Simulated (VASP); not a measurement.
A run of VASP 6.6.1:

File POSCAR:

```
Ba2YAs6Ru
1.0
    0.0000000000      4.8445900000      4.8445900000
    4.8445900000      0.0000000000      4.8445900000
    4.8445900000      4.8445900000      0.0000000000
As Ba Y Ru
6 2 1 1
Direct
    0.7343000000      0.2657000000      0.2657000000
    0.2657000000      0.7343000000      0.2657000000
    0.2657000000      0.7343000000      0.7343000000
    0.7343000000      0.2657000000      0.7343000000
    0.2657000000      0.2657000000      0.7343000000
    0.7343000000      0.7343000000      0.2657000000
    0.2500000000      0.2500000000      0.2500000000
    0.7500000000      0.7500000000      0.7500000000
    0.0000000000      0.0000000000      0.0000000000
    0.5000000000      0.5000000000      0.5000000000
```

The input INCAR.step1:

```
PREC     = Accurate       # precision mode
ENCUT    = 520            # plane-wave cutoff, eV
ISMEAR   = 1              # smearing method
SIGMA    = 0.1108         # smearing width, eV
LREAL    = False          # projectors in reciprocal space
LASPH    = True           # aspherical terms in the spheres
NELM     = 80             # most SCF steps
NBANDS   = 48             # bands
GGA      = PE             # functional
ALGO     = Normal         # electronic algorithm
EDIFF    = 1E-4           # SCF threshold, eV
LWAVE    = True           # write WAVECAR
LCHARG   = False          # write CHGCAR
```

The input INCAR.step2:

```
PREC     = Accurate       # precision mode
ENCUT    = 520            # plane-wave cutoff, eV
EDIFF    = 1E-7           # SCF threshold, eV
ISMEAR   = 1              # smearing method
SIGMA    = 0.1108         # smearing width, eV
LREAL    = False          # projectors in reciprocal space
LASPH    = True           # aspherical terms in the spheres
NELM     = 80             # most SCF steps
ALGO     = Normal         # electronic algorithm
ISIF     = 2              # what is computed and relaxed
LWAVE    = False          # write WAVECAR
LCHARG   = True           # write CHGCAR
METAGGA  = R2SCAN         # meta-GGA
LMIXTAU  = True         
LELF     = True           # ELF
LVHAR    = True         
NBANDS   = 48             # bands
ISTART   = 1
```

KPOINTS

```
Automatic mesh
0
Gamma
  6 6 6
```

Potentials or basis: VASP PAW PBE potentials, release 64 (As, Ba_sv, Y_sv, Ru_pv).

Run with:

```console
$ cat potpaw_PBE.64/As/POTCAR potpaw_PBE.64/Ba_sv/POTCAR potpaw_PBE.64/Y_sv/POTCAR potpaw_PBE.64/Ru_pv/POTCAR > POTCAR
$ cp INCAR.step1 INCAR
$ mpirun -np 1 vasp_std > vasp.out
$ cp INCAR.step2 INCAR
$ mpirun -np 1 vasp_std > vasp.out
```

Hardware: 1 thread of Intel(R) Xeon(R) Platinum 8259CL CPU @ 2.50GHz (Skylake/Cascade Lake), on a shared host.

**Question.** How long does it take, and how much memory?

**Answer.** Wall time 21 min on 1 thread of Intel(R) Xeon(R) Platinum 8259CL CPU @ 2.50GHz (Skylake/Cascade Lake) (shared host), peak memory 0.55 GiB. Counts: k points 16.
